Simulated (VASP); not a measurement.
# PbO (F-43m) in VASP: a series of runs

PbO is run at these levels: PBE; tasks: single point.

All numbers are computed with VASP 6.6.1; they aren't measurements. Logs are shortened: lines on timing, memory, paths and dates and some standing lists are left out, and cuts for length are marked.

## Step 1: The cell of the first run

Symmetry: F-43m, No. 216, cubic system. Conventional cell: a = 5.670 Å, b = 5.670 Å, c = 5.670 Å, α = 90.00°, β = 90.00°, γ = 90.00°. Within 3.2 Å of Pb (site symmetry -43m) lie 4 O at 2.46 Å. Within 3.2 Å of O (site symmetry -43m) lie 4 Pb at 2.46 Å.

## Step 2: Single point, PBE

INCAR

```
SYSTEM = PbO
PREC     = Accurate       ! precision mode
ENCUT    = 520            ! plane-wave cutoff, eV
EDIFF    = 1E-6           ! SCF threshold, eV
ISMEAR   = 0              ! smearing method
SIGMA    = 0.1            ! smearing width, eV
LREAL    = .FALSE.        ! projectors in reciprocal space
LASPH    = .TRUE.         ! aspherical terms in the spheres
NELM     = 80             ! most SCF steps
ALGO     = Normal         ! electronic algorithm
ISIF     = 2              ! what is computed and relaxed
LWAVE    = .FALSE.        ! write WAVECAR
LCHARG   = .FALSE.        ! write CHGCAR
GGA      = PE             ! functional
NBANDS   = 17             ! bands
```

KPOINTS

```
Automatic mesh
0
G
  6 6 6
  0 0 0
```

POSCAR

```
PbO
1.0
    0.0000000000      2.8351342135      2.8351342135
    2.8351342135      0.0000000000      2.8351342135
    2.8351342135      2.8351342135      0.0000000000
Pb O
1 1
Direct
    0.0000000000      0.0000000000      0.0000000000
    0.7500000000      0.7500000000      0.7500000000
```

Potentials or basis: VASP PAW PBE potentials, release 64 (Pb_d, O).

Run with:

```sh
cat potpaw_PBE.64/Pb_d/POTCAR potpaw_PBE.64/O/POTCAR > POTCAR
mpirun -np 1 vasp_std > vasp.out
```

OUTCAR:

```text
SYSTEM = PbO
   PREC = Accurate
   ENCUT = 520
   EDIFF = 1E-6
   ISMEAR = 0
   LREAL = .FALSE.
   LASPH = .TRUE.
   NELM = 80
   ISIF = 2
   GGA = PE

 ion  position               nearest neighbor table
   1  0.000  0.000  0.000-   2 2.46   2 2.46   2 2.46   2 2.46
   2  0.750  0.750  0.750-   1 2.46   1 2.46   1 2.46   1 2.46

  LATTYP: Found a face centered cubic cell.
 ALAT       =     5.6702684270

  Lattice vectors:

 A1 = (   0.0000000000,   2.8351342135,   2.8351342135)
 A2 = (   2.8351342135,   0.0000000000,   2.8351342135)
 A3 = (   2.8351342135,   2.8351342135,   0.0000000000)

Analysis of symmetry for initial positions (statically):
=====================================================================
 Subroutine PRICEL returns:
 Original cell was already a primitive cell.

 Routine SETGRP: Setting up the symmetry group for a
 face centered cubic supercell.

 Subroutine GETGRP returns: Found 24 space group operations
 (whereof 24 operations were pure point group operations)
 out of a pool of 48 trial point group operations.

The static configuration has the point symmetry T_d .

Analysis of symmetry for dynamics (positions and initial velocities):
=====================================================================
 Subroutine PRICEL returns:
 Original cell was already a primitive cell.

 Routine SETGRP: Setting up the symmetry group for a
 face centered cubic supercell.

 Subroutine GETGRP returns: Found 24 space group operations
 (whereof 24 operations were pure point group operations)
 out of a pool of 48 trial point group operations.

The dynamic configuration has the point symmetry T_d .

 Subroutine INISYM returns: Found 24 space group operations
 (whereof 24 operations are pure point group operations),
 and found     1 'primitive' translations

----------------------------------------------------------------------------------------

                                     Primitive cell

  volume of cell :      45.5775

  direct lattice vectors                    reciprocal lattice vectors
     0.000000000  2.835134213  2.835134213    -0.176358494  0.176358494  0.176358494
     2.835134213  0.000000000  2.835134213     0.176358494 -0.176358494  0.176358494
     2.835134213  2.835134213  0.000000000     0.176358494  0.176358494 -0.176358494

  length of vectors
     4.009485256  4.009485256  4.009485256     0.305461872  0.305461872  0.305461872

  position of ions in fractional coordinates (direct lattice)
     0.000000000  0.000000000  0.000000000
     0.750000000  0.750000000  0.750000000

  ion indices of the primitive-cell ions
   primitive index   ion index
                 1           1
                 2           2

----------------------------------------------------------------------------------------

 KPOINTS: Automatic mesh

Automatic generation of k-mesh.
 Grid dimensions read from file:
 generate k-points for:    6    6    6

 Generating k-lattice:

  Cartesian coordinates                     Fractional coordinates (reciprocal lattice)
    -0.029393082  0.029393082  0.029393082     0.166666667  0.000000000  0.000000000
     0.029393082 -0.029393082  0.029393082     0.000000000  0.166666667  0.000000000
     0.029393082  0.029393082 -0.029393082     0.000000000  0.000000000  0.166666667

  Length of vectors
     0.050910312  0.050910312  0.050910312

  Shift w.r.t. Gamma in fractional coordinates (k-lattice)
     0.000000000  0.000000000  0.000000000

 Subroutine IBZKPT returns following result:
 ===========================================

 Found     16 irreducible k-points:

 Following reciprocal coordinates:
            Coordinates               Weight
  0.000000  0.000000  0.000000      1.000000
  0.166667  0.000000  0.000000      8.000000
  0.333333  0.000000  0.000000      8.000000
  0.500000  0.000000  0.000000      4.000000
  0.166667  0.166667  0.000000      6.000000
  0.333333  0.166667  0.000000     24.000000
[... 8 lines left out ...]
 -0.333333  0.333333  0.166667     24.000000
 -0.333333  0.500000  0.166667     12.000000
   k-points           NKPTS =     16   k-points in BZ     NKDIM =     16   number of bands    NBANDS=     17
   number of dos      NEDOS =    301   number of ions     NIONS =      2
   total plane-waves  NPLWV =  27000
   dimension x,y,z NGX =    30 NGY =   30 NGZ =   30
   dimension x,y,z NGXF=    60 NGYF=   60 NGZF=   60
   ions per type =               1   1
   NGX,Y,Z   is equivalent  to a cutoff of  12.44, 12.44, 12.44 a.u.
   NGXF,Y,Z  is equivalent  to a cutoff of  24.88, 24.88, 24.88 a.u.
 SYSTEM =  PbO
   PREC   = accura    normal or accurate (medium, high low for compatibility)
   ISTART =      0    job   : 0-new  1-cont  2-samecut
   ICHARG =      2    charge: 1-file 2-atom 10-const
   ISPIN  =      1    spin polarized calculation?
   LNONCOLLINEAR =      F non collinear calculations
   LSORBIT =      F    spin-orbit coupling
   LASPH  =      T    aspherical Exc in radial PAW
   ENCUT  =  520.0 eV  38.22 Ry    6.18 a.u.   7.45  7.45  7.45*2*pi/ulx,y,z
   NELM   =     80;   NELMIN=  2; NELMDL= -5     # of ELM steps
   EDIFF  = 0.1E-05   stopping-criterion for ELM
   LREAL  =      F    real-space projection
   EDIFFG = 0.1E-04   stopping-criterion for IOM
   NSW    =      0    number of steps for IOM
   IBRION =     -1    ionic relax: 0-MD 1-quasi-New 2-CG
   NFREE  =      0    steps in history (QN), initial steepest desc. (CG)
   ISIF   =      2    stress and relaxation
   ISYM   =      2    0-nonsym 1-usesym 2-fastsym
   POTIM  = 0.5000    time-step for ionic-motion
   TEBEG  =    0.0;   TEEND  =   0.0 temperature during run
   PSTRESS=    0.0 pullay stress
   NELECT =      20.0000    total number of electrons
   NUPDOWN=      -1.0000    fix difference up-down
   EMIN   =  10.00;   EMAX   =-10.00  energy-range for DOS
   EFERMI =   0.00;   METHOD = LEGACY
   ISMEAR =     0;   SIGMA  =   0.10  broadening in eV -4-tet -1-fermi 0-gaus
   EFERMI_NEDOS =   21; number of points for ismear=-14 and -15
   IALGO  =     38    algorithm
   IMIX   =      4    mixing-type and parameters
     AMIX     =   0.40;   BMIX     =  1.00
     AMIX_MAG =   1.60;   BMIX_MAG =  1.00
  volume/ion in A,a.u.               =      22.79       153.79
  Fermi-wavevector in a.u.,A,eV,Ry     =   1.244041  2.350896 21.056879  1.547637
  Thomas-Fermi vector in A             =   2.378325
   LORBIT       =      0    0 simple, 1 ext, 2 COOP (PROOUT), +10 PAW based schemes
   GGA     = PE    functional components
   LHFCALC =     F    Hartree Fock is set to
   AEXX    =    0.0000 exact exchange contribution
   IVDW    =     0    specifies the selected vdW correction
   LEPSILON=     F    determine dielectric tensor
   LRPA    =     F    only Hartree local field effects (RPA)
 non-spin polarized calculation
 Gauss-broadening in eV      SIGMA  =   0.10
  energy-cutoff  :      520.00
  volume of cell :       45.58
 maximum number of plane-waves:      1243
 NGX is ok and might be reduce to    30
   NGX = 15   NGY = 15   NGZ = 15

 number of electron      20.0000011 magnetization

 Free energy of the ion-electron system (eV)
  ---------------------------------------------------
  ext. energy  EPLUGINS =         0.00000000
  ---------------------------------------------------
  free energy    TOTEN  =       -10.35511254 eV

  energy without entropy =      -10.35511167  energy(sigma->0) =      -10.35511211

 E-fermi :   4.5208     XC(G=0):  -9.1423

 val. band max:        4.2233731806   @ k =  -0.3333   0.5000   0.1667
 cond. band min:       4.7951958752   @ k =   0.5000   0.5000   0.0000
 fundamental gap:      0.5718226946
 Fermi energy:         4.5207711526

 k-point     1 :       0.0000    0.0000    0.0000
  band No.  band energies     occupation
      1     -13.1155      2.00000
      2     -12.0792      2.00000
      3     -12.0792      2.00000
      4     -12.0792      2.00000
      5     -11.9986      2.00000
      6     -11.9986      2.00000
[... 9 lines left out ...]
     16      16.3084      0.00000
     17      16.3084      0.00000

 k-point     2 :       0.1667    0.0000    0.0000
  band No.  band energies     occupation
      1     -13.1686      2.00000
      2     -12.0664      2.00000
      3     -12.0664      2.00000
      4     -11.9971      2.00000
      5     -11.9971      2.00000
      6     -11.9098      2.00000
[... 9 lines left out ...]
     16      15.7975      0.00000
     17      15.7975      0.00000

 k-point     3 :       0.3333    0.0000    0.0000
  band No.  band energies     occupation
      1     -13.2600      2.00000
      2     -12.0562      2.00000
      3     -12.0562      2.00000
      4     -11.9784      2.00000
      5     -11.9784      2.00000
      6     -11.5584      2.00000
[... 9 lines left out ...]
     16      15.7218      0.00000
     17      17.0758      0.00000

 k-point     4 :       0.5000    0.0000    0.0000
  band No.  band energies     occupation
      1     -13.3010      2.00000
      2     -12.0575      2.00000
      3     -12.0575      2.00000
      4     -11.9624      2.00000
      5     -11.9624      2.00000
      6     -11.3704      2.00000
[... 9 lines left out ...]
     16      15.9792      0.00000
     17      16.7704      0.00000
[... 183 lines left out ...]
      1     -13.3035      2.00000
      2     -12.0403      2.00000
      3     -12.0217      2.00000
      4     -11.9922      2.00000
      5     -11.9725      2.00000
      6     -11.3462      2.00000
[... 9 lines left out ...]
     16      16.8254      0.00000
     17      19.0520      0.00000

 k-point    15 :      -0.3333    0.3333    0.1667
  band No.  band energies     occupation
      1     -13.3244      2.00000
      2     -12.0451      2.00000
      3     -12.0150      2.00000
      4     -11.9887      2.00000
      5     -11.9687      2.00000
      6     -11.2162      2.00000
[... 9 lines left out ...]
     16      17.4293      0.00000
     17      18.7414      0.00000

 k-point    16 :      -0.3333    0.5000    0.1667
  band No.  band energies     occupation
      1     -13.3362      2.00000
      2     -12.0394      2.00000
      3     -12.0119      2.00000
      4     -11.9761      2.00000
      5     -11.9605      2.00000
      6     -11.1839      2.00000
[... 9 lines left out ...]
     16      17.2504      0.00000
     17      18.9822      0.00000

------------------------ aborting loop because EDIFF is reached ----------------------------------------

  FORCE on cell =-STRESS in cart. coord.  units (eV):
  Direction    XX          YY          ZZ          XY          YZ          ZX
  --------------------------------------------------------------------------------------
  -------------------------------------------------------------------------------------
  Total       -0.0648517     -0.0648517     -0.0648517     -0.0000000     -0.0000000      0.0000000
  in kB       -2.2797181     -2.2797181     -2.2797181     -0.0000000     -0.0000000      0.0000000
  external PRESSURE =      -2.2797181 kB  Pullay stress =       0.0000000 kB

 VOLUME and BASIS-vectors are now :
 -----------------------------------------------------------------------------
  energy-cutoff  :      520.00
  volume of cell :       45.58
      direct lattice vectors                 reciprocal lattice vectors
     0.000000000  2.835134213  2.835134213    -0.176358494  0.176358494  0.176358494
     2.835134213  0.000000000  2.835134213     0.176358494 -0.176358494  0.176358494
     2.835134213  2.835134213  0.000000000     0.176358494  0.176358494 -0.176358494

 POSITION                                       TOTAL-FORCE (eV/Angst)
 -----------------------------------------------------------------------------------
      0.00000      0.00000      0.00000         0.000000      0.000000     -0.000000
      4.25270      4.25270      4.25270        -0.000000     -0.000000      0.000000
 -----------------------------------------------------------------------------------
    total drift:                               -0.000000     -0.000000      0.000000

  FREE ENERGIE OF THE ION-ELECTRON SYSTEM (eV)
  ---------------------------------------------------
  free  energy   TOTEN  =       -10.3551125443 eV

  energy  without entropy=      -10.3551116722  energy(sigma->0) =      -10.35511211
```

Wall time 10 s (1 thread of Intel Xeon 6975P-C (Granite Rapids), shared host); peak memory 0.16 GiB.

Results:

```yaml
Free_energy: -10.3551 eV
Pressure: -0.2 GPa
Band_gap_on_the_k_mesh: 0.57 eV (least direct gap 0.71 eV)
```

Caveat: spin-orbit coupling is left out, which moves the levels of the heavy elements. A k mesh can miss the band edges.

## Step 3: Single point, PBE

This run uses another cell than the first one, of 24.86 Å³/atom.

INCAR

```
PREC = Accurate
ENCUT = 520
EDIFF = 1E-6
ISMEAR = 0
SIGMA = 0.1
LREAL = F
LASPH = T
NELM = 100
ALGO = Normal
ISIF = 2
LWAVE = F
LCHARG = T
GGA = PE
LELF = T
LVHAR = T
NBANDS = 17
```

KPOINTS

```
regular mesh
0
Gamma
  6 6 6
```

POSCAR

```
PbO
1.0
    0.0000000000      2.9186235036      2.9186235036
    2.9186235036      0.0000000000      2.9186235036
    2.9186235036      2.9186235036      0.0000000000
Pb O
1 1
Direct
    0.0000000000      0.0000000000      0.0000000000
    0.7500000000      0.7500000000      0.7500000000
```

Potentials or basis: VASP PAW PBE potentials, release 64 (Pb_d, O).

Run with:

```sh
cat potpaw_PBE.64/Pb_d/POTCAR potpaw_PBE.64/O/POTCAR > POTCAR
mpirun -np 1 vasp_std > vasp.out
```

It took 8.4 s on 1 thread of Intel Xeon 6975P-C (Granite Rapids), shared host; peak memory 0.17 GiB.

The run converged. Its results:

| Item | Value |
| --- | --- |
| Free energy | -10.2897 eV |
| Pressure | -4.7 GPa |
| Band gap on the k mesh | 0.76 eV (least direct gap 0.90 eV) |

Levels at points of the mesh, in eV from the valence-band top:
| k point | band 6 | band 7 | band 8 | band 9 | band 10 | band 11 | band 12 | band 13 | band 14 | band 15 |
| --- | --- | --- | --- | --- | --- | --- | --- | --- | --- | --- |
| (0.00, 0.00, 0.00) | -16.18 | -6.76 | -1.70 | -1.70 | -1.70 | 4.96 | 4.96 | 4.96 | 7.57 | 11.87 |
| (0.50, 0.00, 0.00) | -15.53 | -7.37 | -2.09 | -2.09 | -1.90 | 2.52 | 5.15 | 5.15 | 8.60 | 11.41 |
| (0.50, 0.50, 0.00) | -15.40 | -7.39 | -2.75 | -2.75 | -0.14 | 0.76 | 5.48 | 5.48 | 6.53 | 10.35 |

Caveat: the cell stands under tension; spin-orbit coupling is left out, which moves the levels of the heavy elements. A k mesh can miss the band edges.
